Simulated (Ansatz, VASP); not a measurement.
Ti3Se in VASP and in Ansatz

INCAR

```
PREC = Accurate
ENCUT = 520
EDIFF = 1E-6
ISMEAR = -1
SIGMA = 0.05
LREAL = F
LASPH = T
NELM = 150
ALGO = Normal
ISIF = 2
LWAVE = F
LCHARG = F
LMAXMIX = 4
LDAU = T
LDAUTYPE = 2
LDAUL = -1 2
LDAUU = 0 6
LDAUJ = 0 0
LDAUPRINT = 1
GGA = PS
NBANDS = 29
```

KPOINTS

```
regular mesh
0
Gamma
  10 10 4
```

Contents of POSCAR:

```
Ti3Se
1.0
    3.1974455988      0.0000000000      0.0000000000
   -1.5987227994      2.7690691158      0.0000000000
    0.0000000000      0.0000000000      7.9427450000
Se Ti
1 3
Direct
    0.0000000000      0.0000000000      0.0000000000
    0.6666666667      0.3333333333      0.5000000000
    0.3333333333      0.6666666667      0.7729020000
    0.3333333333      0.6666666667      0.2270980000
```

Contents of input.yaml:

```yaml
crystal:
  lattice:
    - [3.1974455988, 0.0, 0.0]
    - [-1.5987227994, 2.7690691158, 0.0]
    - [0.0, 0.0, 7.942745]
  atoms:
    - { symbol: Se, position: [0.0, 0.0, 0.0] }
    - { symbol: Ti, position: [0.6666666667, 0.3333333333, 0.5] }
    - { symbol: Ti, position: [0.3333333333, 0.6666666667, 0.772902] }
    - { symbol: Ti, position: [0.3333333333, 0.6666666667, 0.227098] }
hamiltonian:
  xc: pbesol
  pseudopotentials: { kind: paw }
  hubbard: { sites: [{ species: Ti, l: d, u_eff: 6.0 }] }
kpoints:
  mp_grid: { grid: [10, 10, 4] }
  band_path:
    path:
      - [[0.0, 0.0, 0.0], [0.5, 0.0, 0.0], [0.3333333333, 0.3333333333, 0.0], [0.0, 0.0, 0.0], [0.0, 0.0, 0.5], [0.5, 0.0, 0.5], [0.3333333333, 0.3333333333, 0.5], [0.0, 0.0, 0.5]]
      - [[0.5, 0.0, 0.5], [0.5, 0.0, 0.0]]
      - [[0.3333333333, 0.3333333333, 0.0], [0.3333333333, 0.3333333333, 0.5]]
    npoints: 14
scf:
  occupations: { method: fermi_dirac, width: 0.05 }
  n_extra_bands: 10
output:
  forces: true
  stress: true
  eigenvalues: true
  fatbands: false
  write_density: true
  write_potential: true
  elf: true
  volumetric_format: npy
```

Alike in both runs: functional PBEsol; k mesh 10 × 10 × 4; occupations fermi-dirac, width 0.05 eV; no spin polarisation; Hubbard terms Ti d U = 6.0 eV.

|  | VASP | Ansatz |
| --- | --- | --- |
| version | VASP 6.6.1 | Ansatz 0.2.0 |
| potentials or method | VASP PAW PBE potentials, release 64 (Se, Ti_sv) | Ansatz PAW |
| plane-wave cutoff (eV) | 520 | 420 |
| valence electrons in the cell | 42 | 52 |
| task | single point | band structure |

VASP gave:

* gap on the k mesh at the Fermi level (eV): none
* pressure (GPa): 5.5
* traceless stress, the component that is largest in VASP (GPa): 2.81
* rms of the force components (eV/Å): 0.073

Task: What did Ansatz give for the same quantities?

Result: gap on the k mesh at the Fermi level (eV): none; pressure (GPa): 10.0; traceless stress, the component that is largest in VASP (GPa): 3.53; rms of the force components (eV/Å): 0.139.

VASP's potentials were made for PBE, not for PBEsol. The programs project onto different local orbitals, so the same U acts differently, and such runs can settle in different states. Atom by atom the forces differ by 0.066 eV/Å (rms over components). A gap of «none» marks a metal or a gap that the smearing closes. VASP's potentials hold 42 valence electrons a cell and Ansatz's 52, so a difference there can come from the potentials and not from the codes.
